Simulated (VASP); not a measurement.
# SiC (F-43m) in VASP: further runs

SiC is run at these levels: PBEsol; tasks: single point.

Program: VASP 6.6.1. These are calculated values, not measurements. Logs are shortened: lines on timing, memory, paths and dates and some standing lists are left out, and cuts for length are marked.

## Step 1: The cell of the first run

It takes space group F-43m (No. 216, cubic). Conventional cell: a = 4.270 Å, b = 4.270 Å, c = 4.270 Å, α = 90.00°, β = 90.00°, γ = 90.00°. Within 2.5 Å of Si (site symmetry -43m) lie 4 C at 1.85 Å. Within 2.5 Å of C (site symmetry -43m) lie 4 Si at 1.85 Å.

## Step 2: Single point, PBEsol

File INCAR:

```
SYSTEM = SiC
PREC     = Accurate       ! precision mode
ENCUT    = 520            ! plane-wave cutoff, eV
EDIFF    = 1E-6           ! SCF threshold, eV
ISMEAR   = 0              ! smearing method
SIGMA    = 0.01           ! smearing width, eV
LREAL    = .FALSE.        ! projectors in reciprocal space
LASPH    = .TRUE.         ! aspherical terms in the spheres
NELM     = 100            ! most SCF steps
ALGO     = Normal         ! electronic algorithm
ISIF     = 2              ! what is computed and relaxed
LWAVE    = .FALSE.        ! write WAVECAR
LCHARG   = .FALSE.        ! write CHGCAR
GGA      = PS             ! functional
NBANDS   = 11             ! bands
```

File KPOINTS:

```
regular mesh
0
G
  10 10 10
  0 0 0
```

File POSCAR:

```
SiC
1.0
    0.0000000000      2.1351073225      2.1351073225
    2.1351073225      0.0000000000      2.1351073225
    2.1351073225      2.1351073225      0.0000000000
Si C
1 1
Direct
    0.0000000000      0.0000000000      0.0000000000
    0.7500000000      0.7500000000      0.7500000000
```

Potentials or basis: VASP PAW PBE potentials, release 64 (Si, C).

Run with:

```
> cat potpaw_PBE.64/Si/POTCAR potpaw_PBE.64/C/POTCAR > POTCAR
> mpirun -np 1 vasp_std > vasp.out
```

OUTCAR:

```text
SYSTEM = SiC
   PREC = Accurate
   ENCUT = 520
   EDIFF = 1E-6
   ISMEAR = 0
   LREAL = .FALSE.
   LASPH = .TRUE.
   NELM = 100
   ISIF = 2
   GGA = PS

 ion  position               nearest neighbor table
   1  0.000  0.000  0.000-   2 1.85   2 1.85   2 1.85   2 1.85
   2  0.750  0.750  0.750-   1 1.85   1 1.85   1 1.85   1 1.85

  LATTYP: Found a face centered cubic cell.
 ALAT       =     4.2702146450

  Lattice vectors:

 A1 = (   0.0000000000,   2.1351073225,   2.1351073225)
 A2 = (   2.1351073225,   0.0000000000,   2.1351073225)
 A3 = (   2.1351073225,   2.1351073225,   0.0000000000)

Analysis of symmetry for initial positions (statically):
=====================================================================
 Subroutine PRICEL returns:
 Original cell was already a primitive cell.

 Routine SETGRP: Setting up the symmetry group for a
 face centered cubic supercell.

 Subroutine GETGRP returns: Found 24 space group operations
 (whereof 24 operations were pure point group operations)
 out of a pool of 48 trial point group operations.

The static configuration has the point symmetry T_d .

Analysis of symmetry for dynamics (positions and initial velocities):
=====================================================================
 Subroutine PRICEL returns:
 Original cell was already a primitive cell.

 Routine SETGRP: Setting up the symmetry group for a
 face centered cubic supercell.

 Subroutine GETGRP returns: Found 24 space group operations
 (whereof 24 operations were pure point group operations)
 out of a pool of 48 trial point group operations.

The dynamic configuration has the point symmetry T_d .

 Subroutine INISYM returns: Found 24 space group operations
 (whereof 24 operations are pure point group operations),
 and found     1 'primitive' translations

----------------------------------------------------------------------------------------

                                     Primitive cell

  volume of cell :      19.4666

  direct lattice vectors                    reciprocal lattice vectors
     0.000000000  2.135107323  2.135107323    -0.234180266  0.234180266  0.234180266
     2.135107323  0.000000000  2.135107323     0.234180266 -0.234180266  0.234180266
     2.135107323  2.135107323  0.000000000     0.234180266  0.234180266 -0.234180266

  length of vectors
     3.019497733  3.019497733  3.019497733     0.405612118  0.405612118  0.405612118

  position of ions in fractional coordinates (direct lattice)
     0.000000000  0.000000000  0.000000000
     0.750000000  0.750000000  0.750000000

  ion indices of the primitive-cell ions
   primitive index   ion index
                 1           1
                 2           2

----------------------------------------------------------------------------------------

 KPOINTS: regular mesh

Automatic generation of k-mesh.
 Grid dimensions read from file:
 generate k-points for:   10   10   10

 Generating k-lattice:

  Cartesian coordinates                     Fractional coordinates (reciprocal lattice)
    -0.023418027  0.023418027  0.023418027     0.100000000  0.000000000  0.000000000
     0.023418027 -0.023418027  0.023418027     0.000000000  0.100000000  0.000000000
     0.023418027  0.023418027 -0.023418027     0.000000000  0.000000000  0.100000000

  Length of vectors
     0.040561212  0.040561212  0.040561212

  Shift w.r.t. Gamma in fractional coordinates (k-lattice)
     0.000000000  0.000000000  0.000000000

 Subroutine IBZKPT returns following result:
 ===========================================

 Found     47 irreducible k-points:

 Following reciprocal coordinates:
            Coordinates               Weight
  0.000000  0.000000  0.000000      1.000000
  0.100000  0.000000  0.000000      8.000000
  0.200000  0.000000  0.000000      8.000000
  0.300000  0.000000  0.000000      8.000000
  0.400000  0.000000  0.000000      8.000000
  0.500000  0.000000  0.000000      4.000000
[... 16 lines left out ...]
  0.300000  0.300000  0.000000      6.000000
  0.400000  0.300000  0.000000     24.000000
 [... further k-points ...]
   k-points           NKPTS =     47   k-points in BZ     NKDIM =     47   number of bands    NBANDS=     11
   number of dos      NEDOS =    301   number of ions     NIONS =      2
   total plane-waves  NPLWV =  13824
   dimension x,y,z NGX =    24 NGY =   24 NGZ =   24
   dimension x,y,z NGXF=    48 NGYF=   48 NGZF=   48
   ions per type =               1   1
   NGX,Y,Z   is equivalent  to a cutoff of  13.21, 13.21, 13.21 a.u.
   NGXF,Y,Z  is equivalent  to a cutoff of  26.43, 26.43, 26.43 a.u.
 SYSTEM =  SiC
   PREC   = accura    normal or accurate (medium, high low for compatibility)
   ISTART =      0    job   : 0-new  1-cont  2-samecut
   ICHARG =      2    charge: 1-file 2-atom 10-const
   ISPIN  =      1    spin polarized calculation?
   LNONCOLLINEAR =      F non collinear calculations
   LSORBIT =      F    spin-orbit coupling
   LASPH  =      T    aspherical Exc in radial PAW
   ENCUT  =  520.0 eV  38.22 Ry    6.18 a.u.   5.61  5.61  5.61*2*pi/ulx,y,z
   NELM   =    100;   NELMIN=  2; NELMDL= -5     # of ELM steps
   EDIFF  = 0.1E-05   stopping-criterion for ELM
   LREAL  =      F    real-space projection
   EDIFFG = 0.1E-04   stopping-criterion for IOM
   NSW    =      0    number of steps for IOM
   IBRION =     -1    ionic relax: 0-MD 1-quasi-New 2-CG
   NFREE  =      0    steps in history (QN), initial steepest desc. (CG)
   ISIF   =      2    stress and relaxation
   ISYM   =      2    0-nonsym 1-usesym 2-fastsym
   POTIM  = 0.5000    time-step for ionic-motion
   TEBEG  =    0.0;   TEEND  =   0.0 temperature during run
   PSTRESS=    0.0 pullay stress
   NELECT =       8.0000    total number of electrons
   NUPDOWN=      -1.0000    fix difference up-down
   EMIN   =  10.00;   EMAX   =-10.00  energy-range for DOS
   EFERMI =   0.00;   METHOD = LEGACY
   ISMEAR =     0;   SIGMA  =   0.01  broadening in eV -4-tet -1-fermi 0-gaus
   EFERMI_NEDOS =   21; number of points for ismear=-14 and -15
   IALGO  =     38    algorithm
   IMIX   =      4    mixing-type and parameters
     AMIX     =   0.40;   BMIX     =  1.00
     AMIX_MAG =   1.60;   BMIX_MAG =  1.00
  volume/ion in A,a.u.               =       9.73        65.68
  Fermi-wavevector in a.u.,A,eV,Ry     =   1.217144  2.300068 20.156192  1.481438
  Thomas-Fermi vector in A             =   2.352474
   LORBIT       =      0    0 simple, 1 ext, 2 COOP (PROOUT), +10 PAW based schemes
   GGA     = PS    functional components
   LHFCALC =     F    Hartree Fock is set to
   AEXX    =    0.0000 exact exchange contribution
   IVDW    =     0    specifies the selected vdW correction
   LEPSILON=     F    determine dielectric tensor
   LRPA    =     F    only Hartree local field effects (RPA)
 non-spin polarized calculation
 Gauss-broadening in eV      SIGMA  =   0.01
  energy-cutoff  :      520.00
  volume of cell :       19.47
 maximum number of plane-waves:       544
   NGX = 11   NGY = 11   NGZ = 11

 number of electron       7.9999999 magnetization

 Free energy of the ion-electron system (eV)
  ---------------------------------------------------
  ext. energy  EPLUGINS =         0.00000000
  ---------------------------------------------------
  free energy    TOTEN  =       -15.85792017 eV

  energy without entropy =      -15.85792017  energy(sigma->0) =      -15.85792017

 E-fermi :   8.8851     XC(G=0): -11.7698

 val. band max:        8.7563972797   @ k =   0.0000   0.0000   0.0000
 cond. band min:       9.9325794500   @ k =   0.5000   0.5000   0.0000
 fundamental gap:      1.1761821702
 Fermi energy:         8.8851028177

 k-point     1 :       0.0000    0.0000    0.0000
  band No.  band energies     occupation
      1      -7.1562      2.00000
      2       8.7564      2.00000
      3       8.7564      2.00000
      4       8.7564      2.00000
      5      15.6579      0.00000
      6      16.4326      0.00000
      7      16.4326      0.00000
      8      16.4326      0.00000
      9      23.5775      0.00000
     10      23.5775      0.00000
     11      25.9807      0.00000

 k-point     2 :       0.1000    0.0000    0.0000
  band No.  band energies     occupation
      1      -6.9504      2.00000
      2       7.7320      2.00000
      3       8.6203      2.00000
      4       8.6203      2.00000
      5      15.8005      0.00000
      6      16.6857      0.00000
      7      16.6857      0.00000
      8      16.8160      0.00000
      9      22.5497      0.00000
     10      22.5497      0.00000
     11      25.3616      0.00000

 k-point     3 :       0.2000    0.0000    0.0000
  band No.  band energies     occupation
      1      -6.3412      2.00000
      2       5.5434      2.00000
      3       8.3082      2.00000
      4       8.3082      2.00000
      5      15.4388      0.00000
      6      17.0266      0.00000
      7      17.0266      0.00000
      8      18.0560      0.00000
      9      21.8628      0.00000
     10      21.8628      0.00000
     11      24.4594      0.00000

 k-point     4 :       0.3000    0.0000    0.0000
  band No.  band energies     occupation
      1      -5.3618      2.00000
      2       3.1285      2.00000
      3       7.9872      2.00000
      4       7.9872      2.00000
      5      15.0339      0.00000
      6      16.7912      0.00000
      7      16.7912      0.00000
      8      18.9054      0.00000
      9      22.7957      0.00000
     10      22.7957      0.00000
     11      24.3170      0.00000
[... 239 lines left out ...]
 k-point    22 :      -0.2000    0.2000    0.0000
  band No.  band energies     occupation
      1      -5.0346      2.00000
      2       3.8418      2.00000
      3       5.3882      2.00000
      4       8.1086      2.00000
      5      15.5307      0.00000
      6      17.2069      0.00000
      7      17.4637      0.00000
      8      18.3835      0.00000
      9      20.4517      0.00000
     10      24.6895      0.00000
     11      28.4727      0.00000

 k-point    23 :       0.3000    0.3000    0.0000
  band No.  band energies     occupation
      1      -4.7572      2.00000
      2       4.3805      2.00000
      3       6.2875      2.00000
      4       6.2875      2.00000
      5      11.9090      0.00000
      6      14.4856      0.00000
      7      20.8358      0.00000
      8      20.8358      0.00000
      9      21.8312      0.00000
     10      26.2771      0.00000
     11      31.0621      0.00000

 k-point    24 :       0.4000    0.3000    0.0000
  band No.  band energies     occupation
      1      -3.8324      2.00000
      2       3.0985      2.00000
      3       5.4508      2.00000
      4       6.0149      2.00000
      5      11.5568      0.00000
      6      14.5236      0.00000
      7      20.9809      0.00000
      8      21.2042      0.00000
      9      23.1733      0.00000
     10      27.3465      0.00000
     11      30.8559      0.00000

 [... further k-points ...]

------------------------ aborting loop because EDIFF is reached ----------------------------------------

  FORCE on cell =-STRESS in cart. coord.  units (eV):
  Direction    XX          YY          ZZ          XY          YZ          ZX
  --------------------------------------------------------------------------------------
  -------------------------------------------------------------------------------------
  Total        1.8731898      1.8731898      1.8731898      0.0000000      0.0000000     -0.0000000
  in kB      154.1711988    154.1711988    154.1711988      0.0000000      0.0000000     -0.0000000
  external PRESSURE =     154.1711988 kB  Pullay stress =       0.0000000 kB

 VOLUME and BASIS-vectors are now :
 -----------------------------------------------------------------------------
  energy-cutoff  :      520.00
  volume of cell :       19.47
      direct lattice vectors                 reciprocal lattice vectors
     0.000000000  2.135107323  2.135107323    -0.234180266  0.234180266  0.234180266
     2.135107323  0.000000000  2.135107323     0.234180266 -0.234180266  0.234180266
     2.135107323  2.135107323  0.000000000     0.234180266  0.234180266 -0.234180266

 POSITION                                       TOTAL-FORCE (eV/Angst)
 -----------------------------------------------------------------------------------
      0.00000      0.00000      0.00000         0.000000      0.000000      0.000000
      3.20266      3.20266      3.20266        -0.000000     -0.000000     -0.000000
 -----------------------------------------------------------------------------------
    total drift:                               -0.000000     -0.000000     -0.000000

  FREE ENERGIE OF THE ION-ELECTRON SYSTEM (eV)
  ---------------------------------------------------
  free  energy   TOTEN  =       -15.8579201679 eV

  energy  without entropy=      -15.8579201679  energy(sigma->0) =      -15.85792017
```

Wall time 7.8 s (1 thread of AMD EPYC 7R43 (Zen 3), shared host); peak memory 0.1 GiB.

Results:

* Free energy: -15.8579 eV
* Pressure: 15.4 GPa
* Band gap on the k mesh: 1.18 eV, indirect (least direct gap 4.50 eV)

Levels at points of the mesh, in eV from the valence-band top:
```tsv
k point	band 1	band 2	band 3	band 4	band 5	band 6	band 7	band 8
(0.00, 0.00, 0.00)	-15.91	0.00	0.00	0.00	6.90	7.68	7.68	7.68
(0.50, 0.00, 0.00)	-12.07	-8.94	-1.07	-1.07	5.93	7.39	7.39	10.25
(0.50, 0.50, 0.00)	-10.55	-8.04	-3.33	-3.33	1.18	4.42	14.67	14.67
```

Caveat: the PAW data sets were made with another functional, which shifts forces and pressure a little. A k mesh can miss the band edges.

## Step 3: Single point, PBEsol

This run uses another cell than the first one, of 10.29 Å³/atom, 1.057 times its volume.

File INCAR:

```
ALGO = Normal
EDIFF = 1E-7
ENCUT = 520
GGA = PS
ISIF = 2
ISMEAR = 0
LASPH = T
LCHARG = F
LREAL = F
LWAVE = F
NBANDS = 11
NELM = 100
PREC = Accurate
SIGMA = 0.01
```

File KPOINTS:

```
k-points
0
Gamma
  10 10 10
```

File POSCAR:

```
SiC
1.0
    0.0000000000      2.1752060498      2.1752060498
    2.1752060498      0.0000000000      2.1752060498
    2.1752060498      2.1752060498      0.0000000000
Si C
1 1
Direct
    0.0000000000      0.0000000000      0.0000000000
    0.7500000000      0.7500000000      0.7500000000
```

Potentials or basis: VASP PAW PBE potentials, release 64 (Si, C).

Run with:

```
> cat potpaw_PBE.64/Si/POTCAR potpaw_PBE.64/C/POTCAR > POTCAR
> mpirun -np 1 vasp_std > vasp.out
```

Run time: 9.4 s. Hardware: 1 thread of AMD EPYC 7R43 (Zen 3), shared host; peak memory 0.1 GiB.

Results (log left out):

```
Free energy            : -15.9144 eV
Pressure               : 1.3 GPa
Band gap on the k mesh : 1.23 eV, indirect (least direct gap 4.45 eV)
```

Levels at points of the mesh, in eV from the valence-band top:
```
           k point  band 2  band 3  band 4  band 5  band 6  band 7
(0.00, 0.00, 0.00)    0.00    0.00    0.00    6.25    7.28    7.28
(0.50, 0.00, 0.00)   -8.63   -1.06   -1.06    5.42    7.16    7.16
(0.50, 0.50, 0.00)   -7.85   -3.22   -3.22    1.23    4.22   14.01
```

Caveat: the PAW data sets were made with another functional, which shifts forces and pressure a little.

[end of part 1 of 2]
